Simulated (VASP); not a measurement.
# Br (Cmce) in VASP: notebook, part 2 of 2

VASP 6.6.1. The steps go on from the part before.

**4. Single point, PBE**

This run uses another cell than the first one, of 40.23 Å³/atom.

The input, INCAR:

```
  PREC = Accurate
  ENCUT = 520
  EDIFF = 1E-6
  ISMEAR = 0
  SIGMA = 0.02
  LREAL = False
  LASPH = True
  NELM = 100
  ALGO = Normal
  ISIF = 2
  LWAVE = False
  LCHARG = False
  GGA = PE
  NBANDS = 22
```

The input, KPOINTS:

```
regular mesh
0
Gamma
  8 8 4
```

The input, POSCAR:

```
Br
1.0
    4.3205530201     -2.1402718512      0.0000000000
    4.3205530201      2.1402718512      0.0000000000
    0.0000000000      0.0000000000      8.7004380092
Br
4
Direct
    0.8583045841      0.1416954159      0.1183765346
    0.6416954159      0.3583045841      0.6183765346
    0.1416954159      0.8583045841      0.8816234654
    0.3583045841      0.6416954159      0.3816234654
```

Potentials or basis: VASP PAW PBE potentials, release 64 (Br).

Command:

```bash
> cat potpaw_PBE.64/Br/POTCAR > POTCAR
> mpirun -np 1 vasp_std > vasp.out
```

OUTCAR:

```text
PREC = Accurate
   ENCUT = 520
   EDIFF = 1E-6
   ISMEAR = 0
   LREAL = False
   LASPH = True
   NELM = 100
   ISIF = 2
   GGA = PE

 ion  position               nearest neighbor table
   1  0.858  0.142  0.118-   3 2.39
   2  0.642  0.358  0.618-   4 2.39
   3  0.142  0.858  0.882-   1 2.39
   4  0.358  0.642  0.382-   2 2.39

  LATTYP: Found a base centered orthorhombic cell.
 ALAT       =     4.2805437024
 B/A-ratio  =     2.0186935681
 C/A-ratio  =     2.0325544169

  Lattice vectors:

 A1 = (  -4.3205530201,  -2.1402718512,   0.0000000000)
 A2 = (   4.3205530201,  -2.1402718512,   0.0000000000)
 A3 = (   0.0000000000,   0.0000000000,   8.7004380092)

Analysis of symmetry for initial positions (statically):
=====================================================================
 Subroutine PRICEL returns:
 Original cell was already a primitive cell.

 Routine SETGRP: Setting up the symmetry group for a
 base centered orthorhombic supercell.

 Subroutine GETGRP returns: Found  8 space group operations
 (whereof  4 operations were pure point group operations)
 out of a pool of  8 trial point group operations.

The static configuration has the point symmetry C_2h.
 The point group associated with its full space group is D_2h.

Analysis of symmetry for dynamics (positions and initial velocities):
=====================================================================
 Subroutine PRICEL returns:
 Original cell was already a primitive cell.

 Routine SETGRP: Setting up the symmetry group for a
 base centered orthorhombic supercell.

 Subroutine GETGRP returns: Found  8 space group operations
 (whereof  4 operations were pure point group operations)
 out of a pool of  8 trial point group operations.
[... 120 lines left out ...]
   EFERMI =   0.00;   METHOD = LEGACY
   ISMEAR =     0;   SIGMA  =   0.02  broadening in eV -4-tet -1-fermi 0-gaus
   EFERMI_NEDOS =   21; number of points for ismear=-14 and -15
   IALGO  =     38    algorithm
   IMIX   =      4    mixing-type and parameters
     AMIX     =   0.40;   BMIX     =  1.00
     AMIX_MAG =   1.60;   BMIX_MAG =  1.00
  volume/ion in A,a.u.               =      40.23       271.47
  Fermi-wavevector in a.u.,A,eV,Ry     =   0.913975  1.727163 11.365634  0.835351
  Thomas-Fermi vector in A             =   2.038549
   LORBIT       =      0    0 simple, 1 ext, 2 COOP (PROOUT), +10 PAW based schemes
   GGA     = PE    functional components
   LHFCALC =     F    Hartree Fock is set to
   AEXX    =    0.0000 exact exchange contribution
   IVDW    =     0    specifies the selected vdW correction
   LEPSILON=     F    determine dielectric tensor
   LRPA    =     F    only Hartree local field effects (RPA)
 non-spin polarized calculation
 Gauss-broadening in eV      SIGMA  =   0.02
  energy-cutoff  :      520.00
  volume of cell :      160.91
 maximum number of plane-waves:      4364
   NGX = 17   NGY = 17   NGZ = 33

 number of electron      28.0000002 magnetization

 Free energy of the ion-electron system (eV)
  ---------------------------------------------------
  ext. energy  EPLUGINS =         0.00000000
  ---------------------------------------------------
  free energy    TOTEN  =        -6.56936992 eV

  energy without entropy =       -6.56936992  energy(sigma->0) =       -6.56936992

 E-fermi :  -1.1760     XC(G=0):  -7.0306

 val. band max:       -1.2979331934   @ k =   0.0000   0.0000   0.0000
 cond. band min:       0.0796241702   @ k =   0.0000   0.0000   0.0000
 fundamental gap:      1.3775573636
 Fermi energy:        -1.1759821165

 k-point     1 :       0.0000    0.0000    0.0000
  band No.  band energies     occupation
      1     -16.9277      2.00000
      2     -16.3911      2.00000
      3     -14.7788      2.00000
      4     -13.7979      2.00000
      5      -6.1569      2.00000
      6      -4.9229      2.00000
[... 589 lines left out ...]
     21       7.5196      0.00000
     22       7.8771      0.00000

 [... further k-points ...]

------------------------ aborting loop because EDIFF is reached ----------------------------------------

  FORCE on cell =-STRESS in cart. coord.  units (eV):
  Direction    XX          YY          ZZ          XY          YZ          ZX
  --------------------------------------------------------------------------------------
  -------------------------------------------------------------------------------------
  Total        0.0058436     -0.0058855      0.0385356      0.0000000      0.0000000      0.0000000
  in kB        0.0581849     -0.0586026      0.3837012      0.0000000      0.0000000      0.0000000
  external PRESSURE =       0.1277612 kB  Pullay stress =       0.0000000 kB

 VOLUME and BASIS-vectors are now :
 -----------------------------------------------------------------------------
  energy-cutoff  :      520.00
  volume of cell :      160.91
      direct lattice vectors                 reciprocal lattice vectors
     4.320553020 -2.140271851  0.000000000     0.115725926 -0.233615183  0.000000000
     4.320553020  2.140271851  0.000000000     0.115725926  0.233615183  0.000000000
     0.000000000  0.000000000  8.700438009     0.000000000  0.000000000  0.114936742

 POSITION                                       TOTAL-FORCE (eV/Angst)
 -----------------------------------------------------------------------------------
      4.32055     -1.53374      1.02993         0.000000      0.005582      0.004747
      4.32055     -0.60653      5.38015         0.000000     -0.005582      0.004747
      4.32055      1.53374      7.67051         0.000000     -0.005582     -0.004747
      4.32055      0.60653      3.32029         0.000000      0.005582     -0.004747
 -----------------------------------------------------------------------------------
    total drift:                               -0.000000     -0.000000     -0.000000

  FREE ENERGIE OF THE ION-ELECTRON SYSTEM (eV)
  ---------------------------------------------------
  free  energy   TOTEN  =        -6.5693699226 eV

  energy  without entropy=       -6.5693699226  energy(sigma->0) =       -6.56936992
```

OSZICAR:

```text
N       E                     dE             d eps       ncg     rms          rms(c)
DAV:   1     0.186062247508E+03    0.18606E+03   -0.10965E+04  2772   0.103E+03
DAV:   2     0.988117322555E+01   -0.17618E+03   -0.17033E+03  4004   0.181E+02
DAV:   3    -0.673460954506E+01   -0.16616E+02   -0.16551E+02  3494   0.637E+01
DAV:   4    -0.693953581422E+01   -0.20493E+00   -0.20486E+00  3516   0.845E+00
DAV:   5    -0.694137131221E+01   -0.18355E-02   -0.18354E-02  3500   0.790E-01    0.103E+01
DAV:   6    -0.666908891325E+01    0.27228E+00   -0.19723E-01  3372   0.223E+00    0.676E+00
DAV:   7    -0.657726474061E+01    0.91824E-01   -0.43826E-01  3264   0.330E+00    0.584E-01
DAV:   8    -0.656922676849E+01    0.80380E-02   -0.48435E-02  3072   0.113E+00    0.275E-01
DAV:   9    -0.656929588739E+01   -0.69119E-04   -0.93411E-04  3366   0.186E-01    0.906E-02
DAV:  10    -0.656936445506E+01   -0.68568E-04   -0.13005E-04  3464   0.660E-02    0.531E-02
DAV:  11    -0.656936774663E+01   -0.32916E-05   -0.20037E-05  3366   0.245E-02    0.100E-02
DAV:  12    -0.656936896452E+01   -0.12179E-05   -0.37599E-06  3276   0.105E-02    0.975E-03
DAV:  13    -0.656936992262E+01   -0.95810E-06   -0.14575E-06  2140   0.750E-03
   1 F= -.65693699E+01 E0= -.65693699E+01  d E =-.316508E-20
```

stdout:

```text
POSCAR found type information on POSCAR Br
 POSCAR found :  1 types and       4 ions
 scaLAPACK will be used
 LDA part: xc-table for (Slater+PW92), standard interpolation
 POSCAR, INCAR and KPOINTS ok, starting setup
 FFT: planning ... GRIDC
 FFT: planning ... GRID_SOFT
 FFT: planning ... GRID
 WAVECAR not read
 entering main loop
```

Run time: 5.6 min. Hardware: 1 thread of Intel Xeon 8259CL, shared host; peak memory 0.37 GiB.

Results:

| Property | Result |
| --- | --- |
| Free energy | -6.5694 eV |
| Pressure | 0.0 GPa |
| Largest force | 0.007 eV/Å |
| Band gap on the k mesh | 1.38 eV |

Forces in eV/Å, atoms in the order of the input:
```
Br   0.000  0.006  0.005
Br   0.000 -0.006  0.005
Br   0.000 -0.006 -0.005
Br   0.000  0.006 -0.005
```

Levels at points of the mesh, in eV from the valence-band top:
| k point | band 12 | band 13 | band 14 | band 15 | band 16 | band 17 |
| --- | --- | --- | --- | --- | --- | --- |
| (0.00, 0.00, 0.00) | -0.76 | -0.43 | 0.00 | 1.38 | 2.23 | 5.33 |
| (0.50, 0.00, 0.00) | -1.19 | -0.61 | -0.61 | 2.38 | 2.38 | 6.97 |
| (0.50, 0.50, 0.00) | -1.31 | -0.44 | -0.06 | 1.39 | 2.20 | 7.18 |
| (0.00, 0.00, 0.50) | -1.02 | -0.32 | -0.32 | 1.67 | 1.67 | 5.93 |
| (0.50, 0.00, 0.50) | -0.63 | -0.10 | -0.10 | 1.84 | 1.84 | 7.23 |
| (0.50, 0.50, 0.50) | -1.04 | -0.58 | -0.58 | 1.69 | 1.69 | 8.15 |

Caveat: this functional lacks dispersion, which holds the molecules together, so the pressure and a relaxed volume are unreliable.

**5. Single point, PBE (41.43 Å³/atom)**

This run uses another cell than the first one, of 41.43 Å³/atom.

The input, INCAR:

```
  PREC = Accurate
  ENCUT = 520
  EDIFF = 1E-7
  ISMEAR = 0
  SIGMA = 0.02
  LREAL = False
  LASPH = True
  NELM = 60
  ALGO = Normal
  ISIF = 2
  LWAVE = False
  LCHARG = True
  GGA = PE
  LELF = True
  LVHAR = True
  NBANDS = 22
```

The input, KPOINTS:

```
Automatic mesh
0
Gamma
  8 8 4
```

The input, POSCAR:

```
Br
1.0
    4.4496130455     -2.1379895792      0.0000000000
    4.4496130455      2.1379895792      0.0000000000
    0.0000000000      0.0000000000      8.7108150240
Br
4
Direct
    0.8582071644      0.1417928356      0.1182524777
    0.6417928356      0.3582071644      0.6182524777
    0.1417928356      0.8582071644      0.8817475223
    0.3582071644      0.6417928356      0.3817475223
```

Command:

```bash
> cat potpaw_PBE.64/Br/POTCAR > POTCAR
> mpirun -np 1 vasp_std > vasp.out
```

It took 7.8 min on 1 thread of Intel Xeon 8259CL, shared host; peak memory 0.41 GiB.

Results (log left out):

```yaml
Free_energy: -6.5692 eV
Pressure: 0.0 GPa
Largest_force: 0.009 eV/Å
Band_gap_on_the_k_mesh: 1.38 eV
```

Forces in eV/Å, atoms in the order of the input:
```
Br   0.000  0.002  0.009
Br   0.000 -0.002  0.009
Br   0.000 -0.002 -0.009
Br   0.000  0.002 -0.009
```

Levels at points of the mesh, in eV from the valence-band top:
| k point | band 12 | band 13 | band 14 | band 15 | band 16 | band 17 |
| --- | --- | --- | --- | --- | --- | --- |
| (0.00, 0.00, 0.00) | -0.80 | -0.43 | 0.00 | 1.38 | 2.24 | 5.28 |
| (0.50, 0.00, 0.00) | -1.18 | -0.61 | -0.61 | 2.38 | 2.38 | 6.99 |
| (0.50, 0.50, 0.00) | -1.26 | -0.44 | -0.05 | 1.39 | 2.21 | 7.20 |
| (0.00, 0.00, 0.50) | -1.02 | -0.34 | -0.34 | 1.67 | 1.67 | 5.88 |
| (0.50, 0.00, 0.50) | -0.62 | -0.10 | -0.10 | 1.84 | 1.84 | 7.23 |
| (0.50, 0.50, 0.50) | -1.04 | -0.55 | -0.55 | 1.69 | 1.69 | 8.15 |

Caveat: this functional lacks dispersion, which holds the molecules together, so the pressure and a relaxed volume are unreliable. A k mesh can miss the band edges.

**6. Single point, PBE (42.64 Å³/atom)**

This run uses another cell than the first one, of 42.64 Å³/atom.

The input, INCAR:

```
ALGO = Normal ; EDIFF = 1E-6
ENCUT = 520 ; GGA = PE
ISIF = 2 ; ISMEAR = 0
LASPH = True ; LCHARG = False
LREAL = False ; LWAVE = False
NBANDS = 22 ; NELM = 80
PREC = Accurate ; SIGMA = 0.02
```

The input, KPOINTS:

```
k-points
0
Gamma
  8 8 4
```

The input, POSCAR:

```
Br
1.0
    4.5384218571     -2.1511862717      0.0000000000
    4.5384218571      2.1511862717      0.0000000000
    0.0000000000      0.0000000000      8.7351905102
Br
4
Direct
    0.8607877161      0.1392122839      0.1182092780
    0.6392122839      0.3607877161      0.6182092780
    0.1392122839      0.8607877161      0.8817907220
    0.3607877161      0.6392122839      0.3817907220
```

Potentials or basis: VASP PAW PBE potentials, release 64 (Br).

Command:

```bash
> cat potpaw_PBE.64/Br/POTCAR > POTCAR
> mpirun -np 1 vasp_std > vasp.out
```

Run time: 6.6 min. Hardware: 1 thread of Intel Xeon 8259CL, shared host; peak memory 0.42 GiB.

The run converged. Its results:

| Quantity | Value |
| --- | --- |
| Free energy | -6.5678 eV |
| Pressure | -0.1 GPa |
| Largest force | 0.016 eV/Å |
| Band gap on the k mesh | 1.38 eV |

Forces on the atoms (eV/Å):
```
Br   0.000  0.013  0.010
Br   0.000 -0.013  0.010
Br   0.000 -0.013 -0.010
Br   0.000  0.013 -0.010
```

Levels at points of the mesh, in eV from the valence-band top:
```
           k point  band 10  band 11  band 12  band 13  band 14  band 15  band 16  band 17  band 18  band 19
(0.00, 0.00, 0.00)    -1.85    -1.27    -0.80    -0.39     0.00     1.38     2.24     5.26     6.51     7.25
(0.50, 0.00, 0.00)    -2.15    -1.15    -1.15    -0.58    -0.58     2.38     2.38     7.00     7.00     8.45
(0.50, 0.50, 0.00)    -1.88    -1.28    -1.21    -0.40    -0.04     1.40     2.22     7.25     7.78     8.07
(0.00, 0.00, 0.50)    -1.82    -0.99    -0.99    -0.34    -0.34     1.69     1.69     5.85     5.85     8.03
(0.50, 0.00, 0.50)    -2.16    -0.60    -0.60    -0.11    -0.11     1.85     1.85     7.23     7.23     8.23
(0.50, 0.50, 0.50)    -1.85    -1.00    -1.00    -0.53    -0.53     1.71     1.71     8.17     8.17     8.38
```

Caveat: this functional lacks dispersion, which holds the molecules together, so the pressure and a relaxed volume are unreliable. A k mesh can miss the band edges.

**7. The runs side by side**

| cell | gap on the mesh (eV) | pressure (GPa) | largest force (eV/Å) |
| --- | --- | --- | --- |
| a = 4.613, b = 4.613, c = 8.689 Å, angles 90.0, 90.0, 54.9°, 4 atoms, atomic positions A | 1.36 | 0.1 | - |
| a = 4.733, b = 4.733, c = 8.683 Å, angles 90.0, 90.0, 53.4°, 4 atoms, atomic positions B | 1.37 | 0.1 | 0.01 |
| a = 4.822, b = 4.822, c = 8.700 Å, angles 90.0, 90.0, 52.7°, 4 atoms, atomic positions C | 1.38 | 0.0 | 0.01 |
| a = 4.937, b = 4.937, c = 8.711 Å, angles 90.0, 90.0, 51.3°, 4 atoms, atomic positions D | 1.38 | 0.0 | 0.01 |
| a = 5.022, b = 5.022, c = 8.735 Å, angles 90.0, 90.0, 50.7°, 4 atoms, atomic positions E | 1.38 | -0.1 | 0.02 |

Alike in all rows: task single point; level PBE; potentials or basis VASP PAW PBE potentials, release 64 (Br); no spin polarisation; k mesh 8 × 8 × 4; cutoff (eV) 520; smearing gaussian 0.02 eV.

Caveats: this functional lacks dispersion, which holds the molecules together, so the pressure and a relaxed volume are unreliable.

Total energies depend on the potentials used, so only differences within one code and one set of settings carry meaning.
